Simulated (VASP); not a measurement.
# B26P27Au (a cell with a defect) in VASP: electric field gradients with PBE

Aim: the electric field gradients of B26P27Au (a cell with a defect) with PBE.

All numbers are computed with VASP 6.6.1; they aren't measurements. Logs are shortened: lines on timing, memory, paths and dates and some standing lists are left out, and cuts for length are marked.

## 1. The cell of the first run

The cell holds a defect, 54 atoms: a = 9.614 Å, b = 9.614 Å, c = 9.614 Å, α = 60.00°, β = 60.00°, γ = 60.00°.

## 2. Electric field gradients, PBE

Input file INCAR:

```
PREC     = Accurate       # precision mode
ENCUT    = 520            # plane-wave cutoff, eV
EDIFF    = 1E-8           # SCF threshold, eV
ISMEAR   = -1             # smearing method
SIGMA    = 0.01           # smearing width, eV
LREAL    = Auto         
LASPH    = True           # aspherical terms in the spheres
NELM     = 60             # most SCF steps
ALGO     = Normal         # electronic algorithm
ISIF     = 2              # what is computed and relaxed
LWAVE    = False          # write WAVECAR
LCHARG   = False          # write CHGCAR
GGA      = PE             # functional
LEFG     = True         
NBANDS   = 145            # bands
```

Input file KPOINTS:

```
Automatic mesh
0
Gamma
  3 3 3
```

Input file POSCAR:

```
B26P27Au
1.0
    0.0000000000      6.7982171535      6.7982171535
    6.7982171535      0.0000000000      6.7982171535
    6.7982171535      6.7982171535      0.0000000000
Au B P
1 26 27
Direct
    0.0000000000      0.0000000000      0.0000000000
    0.0000000000      0.0000000000      0.3333333333
    0.0000000000      0.0000000000      0.6666666667
    0.0000000000      0.3333333333      0.0000000000
    0.0000000000      0.3333333333      0.3333333333
    0.0000000000      0.3333333333      0.6666666667
    0.0000000000      0.6666666667      0.0000000000
    0.0000000000      0.6666666667      0.3333333333
    0.0000000000      0.6666666667      0.6666666667
    0.3333333333      0.0000000000      0.0000000000
    0.3333333333      0.0000000000      0.3333333333
    0.3333333333      0.0000000000      0.6666666667
    0.3333333333      0.3333333333      0.0000000000
    0.3333333333      0.3333333333      0.3333333333
    0.3333333333      0.3333333333      0.6666666667
    0.3333333333      0.6666666667      0.0000000000
    0.3333333333      0.6666666667      0.3333333333
    0.3333333333      0.6666666667      0.6666666667
    0.6666666667      0.0000000000      0.0000000000
    0.6666666667      0.0000000000      0.3333333333
    0.6666666667      0.0000000000      0.6666666667
    0.6666666667      0.3333333333      0.0000000000
    0.6666666667      0.3333333333      0.3333333333
    0.6666666667      0.3333333333      0.6666666667
    0.6666666667      0.6666666667      0.0000000000
    0.6666666667      0.6666666667      0.3333333333
    0.6666666667      0.6666666667      0.6666666667
    0.2500000000      0.2500000000      0.2500000000
    0.2500000000      0.2500000000      0.5833333333
    0.2500000000      0.2500000000      0.9166666667
    0.2500000000      0.5833333333      0.2500000000
    0.2500000000      0.5833333333      0.5833333333
    0.2500000000      0.5833333333      0.9166666667
    0.2500000000      0.9166666667      0.2500000000
    0.2500000000      0.9166666667      0.5833333333
    0.2500000000      0.9166666667      0.9166666667
    0.5833333333      0.2500000000      0.2500000000
    0.5833333333      0.2500000000      0.5833333333
    0.5833333333      0.2500000000      0.9166666667
    0.5833333333      0.5833333333      0.2500000000
    0.5833333333      0.5833333333      0.5833333333
    0.5833333333      0.5833333333      0.9166666667
    0.5833333333      0.9166666667      0.2500000000
    0.5833333333      0.9166666667      0.5833333333
    0.5833333333      0.9166666667      0.9166666667
    0.9166666667      0.2500000000      0.2500000000
    0.9166666667      0.2500000000      0.5833333333
    0.9166666667      0.2500000000      0.9166666667
    0.9166666667      0.5833333333      0.2500000000
    0.9166666667      0.5833333333      0.5833333333
    0.9166666667      0.5833333333      0.9166666667
    0.9166666667      0.9166666667      0.2500000000
    0.9166666667      0.9166666667      0.5833333333
    0.9166666667      0.9166666667      0.9166666667
```

Potentials or basis: VASP PAW PBE potentials, release 64 (Au, B, P).

Started as:

```sh
> cat potpaw_PBE.64/Au/POTCAR potpaw_PBE.64/B/POTCAR potpaw_PBE.64/P/POTCAR > POTCAR
> mpirun -np 1 vasp_std > vasp.out
```

OUTCAR:

```text
PREC = Accurate
   ENCUT = 520
   EDIFF = 1E-8
   ISMEAR = -1
   LREAL = Auto
   LASPH = True
   NELM = 60
   ISIF = 2
   GGA = PE

 ion  position               nearest neighbor table
   1  0.000  0.000  0.000-  54 1.96  48 1.96  52 1.96  36 1.96
   2  0.000  0.000  0.333-  52 1.96  46 1.96  34 1.96  53 1.96
   3  0.000  0.000  0.667-  35 1.96  47 1.96  53 1.96  54 1.96
   4  0.000  0.333  0.000-  48 1.96  46 1.96  30 1.96  51 1.96
   5  0.000  0.333  0.333-  46 1.96  28 1.96  47 1.96  49 1.96
   6  0.000  0.333  0.667-  29 1.96  47 1.96  48 1.96  50 1.96
[... 46 lines left out ...]
  53  0.917  0.917  0.583-   2 1.96   3 1.96   9 1.96  21 1.96
  54  0.917  0.917  0.917-   1 1.96   3 1.96   7 1.96  19 1.96

  LATTYP: Found a face centered cubic cell.
 ALAT       =    13.5964343070

  Lattice vectors:

 A1 = (   0.0000000000,   6.7982171535,   6.7982171535)
 A2 = (   6.7982171535,   0.0000000000,   6.7982171535)
 A3 = (   6.7982171535,   6.7982171535,   0.0000000000)

Analysis of symmetry for initial positions (statically):
=====================================================================
 Subroutine PRICEL returns:
 Original cell was already a primitive cell.

 Routine SETGRP: Setting up the symmetry group for a
 face centered cubic supercell.

 Subroutine GETGRP returns: Found 24 space group operations
 (whereof 24 operations were pure point group operations)
 out of a pool of 48 trial point group operations.

The static configuration has the point symmetry T_d .

Analysis of symmetry for dynamics (positions and initial velocities):
=====================================================================
 Subroutine PRICEL returns:
 Original cell was already a primitive cell.

 Routine SETGRP: Setting up the symmetry group for a
 face centered cubic supercell.

 Subroutine GETGRP returns: Found 24 space group operations
 (whereof 24 operations were pure point group operations)
 out of a pool of 48 trial point group operations.

The dynamic configuration has the point symmetry T_d .

 Subroutine INISYM returns: Found 24 space group operations
 (whereof 24 operations are pure point group operations),
 and found     1 'primitive' translations

[... 742 lines left out ...]
  FORCE on cell =-STRESS in cart. coord.  units (eV):
  Direction    XX          YY          ZZ          XY          YZ          ZX
  --------------------------------------------------------------------------------------
  -------------------------------------------------------------------------------------
  Total       40.6615145     40.6615145     40.6615145     -0.0000000     -0.0000000      0.0000000
  in kB      103.6761924    103.6761924    103.6761924     -0.0000000     -0.0000000      0.0000000
  external PRESSURE =     103.6761924 kB  Pullay stress =       0.0000000 kB

 VOLUME and BASIS-vectors are now :
 -----------------------------------------------------------------------------
  energy-cutoff  :      520.00
  volume of cell :      628.37
      direct lattice vectors                 reciprocal lattice vectors
     0.000000000  6.798217154  6.798217154    -0.073548695  0.073548695  0.073548695
     6.798217154  0.000000000  6.798217154     0.073548695 -0.073548695  0.073548695
     6.798217154  6.798217154  0.000000000     0.073548695  0.073548695 -0.073548695

 POSITION                                       TOTAL-FORCE (eV/Angst)
 -----------------------------------------------------------------------------------
      0.00000      0.00000      0.00000         0.000000     -0.000000      0.000000
      2.26607      2.26607      0.00000         0.135506      0.135506     -0.162503
      4.53214      4.53214      0.00000        -0.135506     -0.135506     -0.162503
      2.26607      0.00000      2.26607         0.135506     -0.162503      0.135506
      4.53214      2.26607      2.26607        -0.015845      0.015845      0.015845
      6.79822      4.53214      2.26607         0.162503     -0.135506      0.135506
[... 46 lines left out ...]
     10.19733     10.19733     12.46340         0.000000     -0.000000     -0.002067
     12.46340     12.46340     12.46340        -6.759076     -6.759076     -6.759076
 -----------------------------------------------------------------------------------
    total drift:                               -0.000002     -0.000002     -0.000002

  FREE ENERGIE OF THE ION-ELECTRON SYSTEM (eV)
  ---------------------------------------------------
  free  energy   TOTEN  =      -335.0659787741 eV

  energy  without entropy=     -335.0603206651  energy(sigma->0) =     -335.06314972

 Electric field gradients (V/A^2)
---------------------------------------------------------------------
 ion       V_xx      V_yy      V_zz      V_xy      V_xz      V_yz
---------------------------------------------------------------------
   1       0.000    -0.000     0.000     0.000     0.000     0.000
   2       0.407     0.407    -0.814     0.308    -0.451    -0.451
   3       0.407     0.407    -0.814     0.308     0.451     0.451
   4       0.407    -0.814     0.407    -0.451     0.308    -0.451
   5       0.000    -0.000    -0.000     0.057     0.057    -0.056
   6      -0.814     0.407     0.407    -0.451     0.451    -0.308
[... 46 lines left out ...]
  53       2.140     2.140    -4.280     2.807    -0.000    -0.000
  54      -0.000     0.000    -0.000   -19.707   -19.707   -19.707
---------------------------------------------------------------------

 Electric field gradients after diagonalization (V/A^2)
 (convention: |V_zz| > |V_xx| > |V_yy|)
----------------------------------------------------------------------
 ion       V_xx      V_yy      V_zz     asymmetry (V_yy - V_xx)/ V_zz
----------------------------------------------------------------------
   1      -0.000    -0.000     0.000       0.000
   2       0.945     0.099    -1.045       0.810
   3       0.946     0.099    -1.045       0.810
   4       0.945     0.099    -1.045       0.810
   5       0.057     0.056    -0.113       0.001
   6       0.946     0.099    -1.045       0.810
[... 46 lines left out ...]
  53      -4.280    -0.667     4.948       0.730
  54      19.707    19.707   -39.413       0.000
----------------------------------------------------------------------

           NMR quadrupolar parameters

 Cq : quadrupolar parameter    Cq=e*Q*V_zz/h
 eta: asymmetry parameters     (V_yy - V_xx)/ V_zz
 Q  : nuclear electric quadrupole moment in mb (millibarn)
----------------------------------------------------------------------
 ion       Cq(MHz)       eta       Q (mb)
----------------------------------------------------------------------
   1       0.000       0.000       1.000
   2      -0.003       0.810       1.000
   3      -0.003       0.810       1.000
   4      -0.003       0.810       1.000
   5      -0.000       0.001       1.000
   6      -0.003       0.810       1.000
[... 46 lines left out ...]
  53       0.012       0.730       1.000
  54      -0.095       0.000       1.000
----------------------------------------------------------------------
```

Wall time 13 min (1 thread of AMD EPYC 9R45 (Zen 5), shared host); peak memory 0.83 GiB.

Results:

```
Free energy                             : -335.0660 eV
Pressure                                : 10.4 GPa
Largest force                           : 11.707 eV/Å
Band gap on the k mesh                  : zero (bands 112 and 113 overlap by 0.57 eV)
Largest electric field gradient by atom : Au -0.0; B -1.0, -0.1, +0.0, +0.1 (each value once); P +0.0, -1.8, -0.3, -39.4, +4.9 (each value once) V/Å²
```

Forces in eV/Å, atoms in the order of the input:
```
Au   0.000  0.000  0.000
B    0.136  0.136 -0.163
B   -0.136 -0.136 -0.163
B    0.136 -0.163  0.136
B   -0.016  0.016  0.016
B    0.163 -0.136  0.136
B   -0.136 -0.163 -0.136
B    0.163  0.136 -0.136
B   -0.003  0.003  0.003
B   -0.163  0.136  0.136
B    0.016 -0.016  0.016
B   -0.136  0.163  0.136
B    0.016  0.016 -0.016
B   -0.016 -0.016 -0.016
B    0.000  0.000  0.029
B   -0.136  0.136  0.163
B    0.000  0.029  0.000
B   -0.029  0.000  0.000
B   -0.163 -0.136 -0.136
B    0.136  0.163 -0.136
B    0.003 -0.003  0.003
B    0.136 -0.136  0.163
B    0.029  0.000  0.000
B    0.000 -0.029  0.000
B    0.003  0.003 -0.003
B    0.000  0.000 -0.029
B   -0.003 -0.003 -0.003
P    0.000  0.000  0.000
P    0.058  0.058 -0.042
P   -0.058 -0.058 -0.042
P    0.058 -0.042  0.058
P    0.006 -0.006 -0.006
P    0.042 -0.058  0.058
P   -0.058 -0.042 -0.058
P    0.042  0.058 -0.058
P   -6.759  6.759  6.759
P   -0.042  0.058  0.058
P   -0.006  0.006 -0.006
P   -0.058  0.042  0.058
P   -0.006 -0.006  0.006
P    0.006  0.006  0.006
P    0.000  0.000  0.002
P   -0.058  0.058  0.042
P    0.000  0.002  0.000
P   -0.002  0.000  0.000
P   -0.042 -0.058 -0.058
P    0.058  0.042 -0.058
P    6.759 -6.759  6.759
P    0.058 -0.058  0.042
P    0.002  0.000  0.000
P    0.000 -0.002  0.000
P    6.759  6.759 -6.759
P    0.000  0.000 -0.002
P   -6.759 -6.759 -6.759
```

Levels at points of the mesh, in eV from the Fermi level:
| k point | band 108 | band 109 | band 110 | band 111 | band 112 | band 113 | band 114 | band 115 |
| --- | --- | --- | --- | --- | --- | --- | --- | --- |
| (0.00, 0.00, 0.00) | -0.99 | -0.99 | -0.99 | 0.42 | 0.42 | 0.42 | 0.97 | 1.00 |

Electric field gradients, principal values (V/Å²):
```tsv
atom	least	middle	greatest (by size)
1 Au	0.000	0.000	0.000
2 B	0.099	0.945	-1.045
3 B	0.099	0.946	-1.045
4 B	0.099	0.945	-1.045
5 B	0.056	0.057	-0.113
6 B	0.099	0.946	-1.045
7 B	0.099	0.946	-1.045
8 B	0.099	0.946	-1.045
9 B	-0.008	-0.008	0.017
10 B	0.099	0.945	-1.045
11 B	0.056	0.057	-0.113
12 B	0.099	0.946	-1.045
13 B	0.056	0.057	-0.113
14 B	0.056	0.056	-0.113
15 B	-0.033	-0.062	0.095
16 B	0.099	0.946	-1.045
17 B	-0.033	-0.062	0.095
18 B	-0.033	-0.062	0.095
19 B	0.099	0.946	-1.045
20 B	0.099	0.946	-1.045
21 B	-0.008	-0.008	0.017
22 B	0.099	0.946	-1.045
23 B	-0.033	-0.062	0.095
24 B	-0.033	-0.062	0.095
25 B	-0.008	-0.008	0.017
26 B	-0.033	-0.062	0.095
27 B	-0.008	-0.008	0.017
28 P	0.000	0.000	0.000
29 P	0.369	1.426	-1.796
30 P	0.369	1.426	-1.795
31 P	0.369	1.426	-1.796
32 P	0.170	0.170	-0.340
33 P	0.369	1.426	-1.796
34 P	0.369	1.426	-1.795
35 P	0.369	1.426	-1.796
36 P	19.706	19.707	-39.413
37 P	0.369	1.426	-1.796
38 P	0.170	0.170	-0.340
39 P	0.369	1.426	-1.796
40 P	0.170	0.170	-0.340
41 P	0.170	0.170	-0.340
42 P	-0.668	-4.280	4.948
43 P	0.369	1.426	-1.796
44 P	-0.668	-4.280	4.948
45 P	-0.667	-4.280	4.948
46 P	0.369	1.426	-1.795
47 P	0.369	1.426	-1.796
48 P	19.706	19.707	-39.413
49 P	0.369	1.426	-1.796
50 P	-0.668	-4.280	4.948
51 P	-0.667	-4.280	4.948
52 P	19.706	19.707	-39.413
53 P	-0.667	-4.280	4.948
54 P	19.707	19.707	-39.413
```

Caveat: without QUAD_EFG the Cq values of the log hold for a quadrupole moment of 1 mb, not for the nuclei; spin-orbit coupling is left out, which moves the levels of the heavy elements.
